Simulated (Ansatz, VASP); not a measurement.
# One calculation of CoSn2, two programs

```
Co Sn
1.0
    -3.18250    3.18250    2.72850
     3.18250   -3.18250    2.72850
     3.18250    3.18250   -2.72850
Co Sn
2 4
Cartesian
  0.0000 0.0000 1.3642
  0.0000 0.0000 4.0927
  1.0057 4.1882 0.0000
  2.1768 1.0057 0.0000
  2.1768 -1.0057 2.7285
  1.0057 2.1768 2.7285
```

Alike in both runs: task single point; functional PBEsol; k mesh 4 × 4 × 4; occupations gaussian, width 0.2 eV; no spin polarisation.

```csv
,VASP,Ansatz
version,VASP 6.6.1,Ansatz 0.2.0
potentials or method,"VASP PAW PBE potentials, release 64 (Co, Sn_d), cutoff 520 eV","scalar-relativistic, plane waves, PAW"
valence electrons in the cell,74,90
```

|  | VASP | Ansatz | Ansatz less VASP |
| --- | --- | --- | --- |
| gap on the k mesh at the Fermi level (eV) | none | none | - |
| pressure (GPa) | -3.8 | -3.9 | -0.04 |
| traceless stress, the component that is largest in VASP (GPa) | -0.72 | -0.75 | -0.032 |
| rms of the force components (eV/Å) | 0.380 | 0.379 | -0.0014 |

VASP's potentials were made for PBE, not for PBEsol. Atom by atom the forces differ by 0.001 eV/Å (rms over components). A gap of «none» marks a metal or a gap that the smearing closes. VASP's potentials hold 74 valence electrons a cell and Ansatz's 90, so a difference there can come from the potentials and not from the codes.

The k mesh is coarse, so the values compare programs but aren't converged.
